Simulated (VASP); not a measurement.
## Cs2Bi (a cell with a defect): single point with PBEsol

The system is Cs2Bi (a cell with a defect).

```
Bi Cs
1.0
     5.02896    5.15007    0.00000
     5.02896   -5.15007    0.00000
     2.65632    0.00000   -9.77012
Bi Cs
3 6
Direct
  0.89337 0.30763 0.84715
  0.68622 0.12502 0.66932
  0.29829 0.87062 0.31783
  0.75016 0.66139 0.53162
  0.34716 0.25489 0.98534
  0.24278 0.33820 0.48156
  0.68770 0.77422 0.01597
  0.16796 0.84573 0.71808
  0.81142 0.14690 0.26598
```

* Program: VASP 6.6.1
* Task: single point
* Functional: PBEsol
* Potentials or basis: VASP PAW PBE potentials, release 64 (Bi_d, Cs_sv)
* Cutoff: 520 eV
* k mesh: 2 × 2 × 2
* Occupations: fermi-dirac, width 0.05 eV
* Spin: no spin polarisation
* Dipole correction: no
* Further INCAR settings: ALGO = Normal; EDIFF = 1e-07; NBANDS = 60

```
Pressure      : -0.3 GPa
Largest force : 0.008 eV/Å
```

Forces on the atoms (eV/Å):
```
Bi   0.004 -0.002 -0.001
Bi  -0.001  0.000 -0.001
Bi  -0.004  0.003  0.001
Cs  -0.003  0.000  0.003
Cs   0.001 -0.004 -0.002
Cs   0.004 -0.004  0.004
Cs  -0.002  0.006 -0.002
Cs   0.000  0.007 -0.005
Cs   0.003 -0.005  0.001
```

Stress tensor (GPa, compression positive):
```
-0.29 -0.20  0.05
-0.20 -0.36 -0.07
 0.05 -0.07 -0.33
```

Levels at points of the mesh, in eV from the Fermi level:
```
           k point  band 47  band 48  band 49  band 50  band 51  band 52  band 53  band 54
(0.00, 0.00, 0.00)    -0.38    -0.27    -0.21    -0.06     0.45     1.36     1.69     1.93
(0.50, 0.00, 0.00)    -0.38    -0.26    -0.04     0.00     1.08     1.46     1.78     2.00
(0.00, 0.50, 0.00)    -0.37    -0.29    -0.21    -0.04     1.03     1.76     1.90     2.08
(0.50, 0.50, 0.00)    -0.38    -0.25    -0.16    -0.05     1.28     1.68     1.78     1.83
(0.00, 0.00, 0.50)    -0.28    -0.22    -0.19    -0.06     0.79     1.40     1.70     2.15
(0.50, 0.00, 0.50)    -0.37    -0.11    -0.05    -0.01     1.19     1.53     1.69     1.85
(0.00, 0.50, 0.50)    -0.40    -0.23    -0.10     0.00     1.18     1.65     1.81     2.01
(0.50, 0.50, 0.50)    -0.41    -0.18    -0.11    -0.02     0.98     1.54     1.78     2.00
```

Wall time 5.5 min on 1 thread of Intel(R) Xeon(R) Platinum 8488C (Sapphire Rapids), on a shared host, peak memory 0.61 GiB.

Caveat: the k points lie up to 0.44 Å⁻¹ apart; the PAW data sets were made with another functional, which shifts forces and pressure a little; spin-orbit coupling is left out, which moves the levels of the heavy elements.
